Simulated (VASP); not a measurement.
Cd, 3 atoms in the cell. It takes space group P6/mmm (No. 191, hexagonal). Conventional cell: a = 5.059 Å, b = 5.059 Å, c = 3.041 Å, α = 90.00°, β = 90.00°, γ = 120.00°. Cd (site symmetry 6/mmm) has 14 Cd at 3.04 to 3.29 Å within 4.0 Å. Within 3.8 Å of Cd (site symmetry -6m2) lie 11 Cd at 2.92 to 3.29 Å. This isn't the form of Cd at room conditions, which is hcp.

- Program: VASP 6.6.1
- Task: single point
- Functional: PBE
- Potentials or basis: VASP PAW PBE potentials, release 64 (Cd)
- Cutoff: 520 eV
- k mesh: 7 × 7 × 10
- Occupations: fermi-dirac, width 0.08 eV
- Spin: no spin polarisation
- Dipole correction: no
- k mesh for the DOS: 11 × 11 × 15
- Occupations for the DOS: tetrahedron
- Further INCAR settings: ALGO = Normal; EDIFF = 1e-06; NBANDS = 25

Potentials or basis: VASP PAW PBE potentials, release 64 (Cd).

Run with:

```sh
$ cat potpaw_PBE.64/Cd/POTCAR > POTCAR
$ cp INCAR.step1 INCAR
$ cp KPOINTS.step1 KPOINTS
$ mpirun -np 1 vasp_std > vasp.out
$ cp INCAR.step2 INCAR
$ cp KPOINTS.step2 KPOINTS
$ mpirun -np 1 vasp_std > vasp.out
```

Hardware: 1 thread of Intel(R) Xeon(R) 6975P-C (Granite Rapids), with other jobs on the host.

**Question.** Estimate the wall time of this run.

**Answer.** Run time: 58 s on 1 thread of Intel(R) Xeon(R) 6975P-C (Granite Rapids), with other jobs on the host, peak memory 0.29 GiB. Counts: k points 128.
